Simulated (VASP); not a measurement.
SiO2, 9 atoms in the cell. It takes space group P6_422 (No. 181, hexagonal). Conventional cell: a = 4.996 Å, b = 4.996 Å, c = 5.482 Å, α = 90.00°, β = 90.00°, γ = 120.00°. Si (site symmetry 222) has 4 O at 1.59 Å within 2.1 Å. Within 2.1 Å of O (site symmetry 2) lie 2 Si at 1.59 Å. 

- Program: VASP 6.6.1
- Task: relaxation of shape and atoms at fixed volume
- Functional: PBE
- Potentials or basis: VASP PAW PBE potentials, release 64 (Si, O)
- Cutoff: 600 eV
- k mesh: 6 × 6 × 4
- Occupations: gaussian, width 0.02 eV
- Spin: no spin polarisation
- Dipole correction: no
- Further INCAR settings: ALGO = Normal; EDIFF = 1e-06; IBRION = 2; EDIFFG = -0.01; NSW = 50; ISIF = 4

Potentials or basis: VASP PAW PBE potentials, release 64 (Si, O).

Command:

```console
$ cat potpaw_PBE.64/Si/POTCAR potpaw_PBE.64/O/POTCAR > POTCAR
$ mpirun -np 1 vasp_std > vasp.out
```

Hardware: 1 thread of Intel Xeon 8259CL, with other jobs on the host.

Q: How long does it take, and how much memory?

A: Wall time 5.4 min on 1 thread of Intel Xeon 8259CL, on a shared host, peak memory 0.3 GiB. Counts: scf iterations 45, k points 21, ion steps 6.
